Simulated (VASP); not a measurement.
# LiF (I4/mmm) in VASP: notebook, part 2 of 2

VASP 6.6.1. Earlier steps stand in the parts before.

**6. Single point, r2SCAN**

This run uses another cell than the first one, of the same volume but with other edges.

The input, POSCAR:

```
LiF
1.0
    0.0000000000      2.1879023361      1.7065638221
    2.1879023361      0.0000000000      1.7065638221
    2.1879023361      2.1879023361      0.0000000000
Li F
1 1
Direct
    0.0000000000      0.0000000000      0.0000000000
    0.5000000000      0.5000000000      0.5000000000
```

The input, INCAR.step1:

```
SYSTEM = LiF
ALGO = Normal
EDIFF = 1E-4
ENCUT = 520
GGA = PE
ISMEAR = 0
LASPH = .True.
LCHARG = .False.
LREAL = .False.
LWAVE = .True.
NBANDS = 12
NELM = 80
PREC = Accurate
SIGMA = 0.05
```

The input, INCAR.step2:

```
SYSTEM = LiF
ALGO = Normal
EDIFF = 1E-7
ENCUT = 520
ISIF = 2
ISMEAR = 0
ISTART = 1
LASPH = .True.
LCHARG = .False.
LMIXTAU = .True.
LREAL = .False.
LWAVE = .False.
METAGGA = R2SCAN
NBANDS = 12
NELM = 80
PREC = Accurate
SIGMA = 0.05
```

The input, KPOINTS:

```
k-points
0
Gamma
  12 12 12
  0 0 0
```

Potentials or basis: VASP PAW PBE potentials, release 64 (Li_sv, F).

Command:

```console
cat potpaw_PBE.64/Li_sv/POTCAR potpaw_PBE.64/F/POTCAR > POTCAR
cp INCAR.step1 INCAR
mpirun -np 1 vasp_std > vasp.out
cp INCAR.step2 INCAR
mpirun -np 1 vasp_std > vasp.out
```

OUTCAR:

```text
SYSTEM = LiF
   EDIFF = 1E-7
   ENCUT = 520
   ISIF = 2
   ISMEAR = 0
   ISTART = 1
   LASPH = .True.
   LREAL = .False.
   METAGGA = R2SCAN
   NELM = 80
   PREC = Accurate

 ion  position               nearest neighbor table
   1  0.000  0.000  0.000-   2 1.71   2 1.71   2 2.19   2 2.19   2 2.19   2 2.19
   2  0.500  0.500  0.500-   1 1.71   1 1.71   1 2.19   1 2.19   1 2.19   1 2.19

  LATTYP: Found a body centered tetragonal cell.
 ALAT       =     3.0941611569
 C/A-ratio  =     1.1030865786

  Lattice vectors:

 A1 = (   0.0000000000,  -2.1879023361,  -1.7065638221)
 A2 = (   0.0000000000,   2.1879023361,  -1.7065638221)
 A3 = (   2.1879023361,   0.0000000000,   1.7065638221)

Analysis of symmetry for initial positions (statically):
=====================================================================
 Subroutine PRICEL returns:
 Original cell was already a primitive cell.

 Routine SETGRP: Setting up the symmetry group for a
 body centered tetragonal supercell.

 Subroutine GETGRP returns: Found 16 space group operations
 (whereof 16 operations were pure point group operations)
 out of a pool of 16 trial point group operations.

The static configuration has the point symmetry D_4h.
[... 176 lines left out ...]
      6       8.1026      0.00000
      7      22.6710      0.00000
      8      22.6726      0.00000
      9      24.0516      0.00000
     10      24.0519      0.00000
     11      25.9024      0.00000
     12      26.4509      0.00000
[... 331 lines left out ...]
 k-point    24 :      -0.4167    0.1667    0.0000
  band No.  band energies     occupation
      1     -43.4401      2.00000
      2     -22.3761      2.00000
      3      -4.0845      2.00000
      4      -2.6251      2.00000
      5      -2.4378      2.00000
      6      11.0631      0.00000
      7      16.5637      0.00000
      8      17.2248      0.00000
      9      21.6512      0.00000
     10      25.5621      0.00000
     11      29.5465      0.00000
     12      32.1103      0.00000

 [... further k-points ...]

------------------------ aborting loop because EDIFF is reached ----------------------------------------

  FORCE on cell =-STRESS in cart. coord.  units (eV):
  Direction    XX          YY          ZZ          XY          YZ          ZX
  --------------------------------------------------------------------------------------
  -------------------------------------------------------------------------------------
  Total       -0.5225132     -0.5225132      3.3495256      0.0000000     -0.0000000     -0.0000000
  in kB      -51.2388627    -51.2388627    328.4622739      0.0000000     -0.0000000     -0.0000000
  external PRESSURE =      75.3281828 kB  Pullay stress =       0.0000000 kB

 VOLUME and BASIS-vectors are now :
 -----------------------------------------------------------------------------
  energy-cutoff  :      520.00
  volume of cell :       16.34
      direct lattice vectors                 reciprocal lattice vectors
     0.000000000  2.187902336  1.706563822    -0.228529396  0.228529396  0.292986406
     2.187902336  0.000000000  1.706563822     0.228529396 -0.228529396  0.292986406
     2.187902336  2.187902336  0.000000000     0.228529396  0.228529396 -0.292986406

 POSITION                                       TOTAL-FORCE (eV/Angst)
 -----------------------------------------------------------------------------------
      0.00000      0.00000      0.00000        -0.000000      0.000000     -0.000000
      2.18790      2.18790      1.70656         0.000000     -0.000000      0.000000
 -----------------------------------------------------------------------------------
    total drift:                                0.000000     -0.000000      0.000000

  FREE ENERGIE OF THE ION-ELECTRON SYSTEM (eV)
  ---------------------------------------------------
  free  energy   TOTEN  =       -11.6378380095 eV

  energy  without entropy=      -11.6378380095  energy(sigma->0) =      -11.63783801
```

OSZICAR.step1:

```text
N       E                     dE             d eps       ncg     rms          rms(c)
DAV:   1     0.322835640401E+02    0.32284E+02   -0.55243E+03  4056   0.855E+02
DAV:   2    -0.888480786811E+01   -0.41168E+02   -0.40254E+02  4728   0.189E+02
DAV:   3    -0.999992761757E+01   -0.11151E+01   -0.11133E+01  5236   0.271E+01
DAV:   4    -0.100109474949E+02   -0.11020E-01   -0.11019E-01  4512   0.275E+00
DAV:   5    -0.100111281072E+02   -0.18061E-03   -0.18061E-03  5188   0.242E-01    0.496E+00
DAV:   6    -0.937264135818E+01    0.63849E+00   -0.29765E+00  4236   0.108E+01    0.147E+00
DAV:   7    -0.937851060847E+01   -0.58693E-02   -0.23564E-02  5056   0.137E+00    0.923E-01
DAV:   8    -0.938799917187E+01   -0.94886E-02   -0.18216E-02  4812   0.137E+00    0.124E-01
DAV:   9    -0.938807062555E+01   -0.71454E-04   -0.11605E-03  4828   0.294E-01    0.501E-02
DAV:  10    -0.938816023417E+01   -0.89609E-04   -0.20546E-04  4340   0.102E-01
   1 F= -.93881602E+01 E0= -.93881602E+01  d E =-.609191E-21
```

Run time: 57 s. Hardware: 1 thread of Intel Xeon 6975P-C (Granite Rapids), shared host; peak memory 0.15 GiB.

What came out:

```yaml
Free_energy: -11.6378 eV
Band_gap_on_the_k_mesh: 9.68 eV
```

Caveat: the cutoff is under 1.25 times the usual one of these potentials, so pressure, stress and relaxed cells hold a basis-set (Pulay) error; the PAW data sets were made with another functional, which shifts forces and pressure a little. A k mesh can miss the band edges.

**7. The runs side by side**

| cell | gap on the mesh (eV) |
| --- | --- |
| a = 2.769, b = 2.769, c = 3.197 Å, angles 54.7, 54.7, 70.5°, 2 atoms | 9.43 |
| a = 3.108, b = 3.108, c = 2.538 Å, angles 65.9, 65.9, 48.2°, 2 atoms | 9.24 |
| a = 2.790, b = 2.790, c = 3.007 Å, angles 57.4, 57.4, 65.2°, 2 atoms | 9.98 |
| a = 2.960, b = 2.960, c = 2.680 Å, angles 63.1, 63.1, 53.8°, 2 atoms | 10.00 |
| a = 2.775, b = 2.775, c = 3.094 Å, angles 56.1, 56.1, 67.8°, 2 atoms | 9.68 |

Alike in all rows: task single point; level r2SCAN; potentials or basis VASP PAW PBE potentials, release 64 (Li_sv, F); no spin polarisation; k mesh 12 × 12 × 12; cutoff (eV) 520; smearing gaussian 0.05 eV.

Caveats: the cutoff is under 1.25 times the usual one of these potentials, so pressure, stress and relaxed cells hold a basis-set (Pulay) error; the PAW data sets were made with another functional, which shifts forces and pressure a little.

Absolute energies hang on the potentials; compare differences alone.
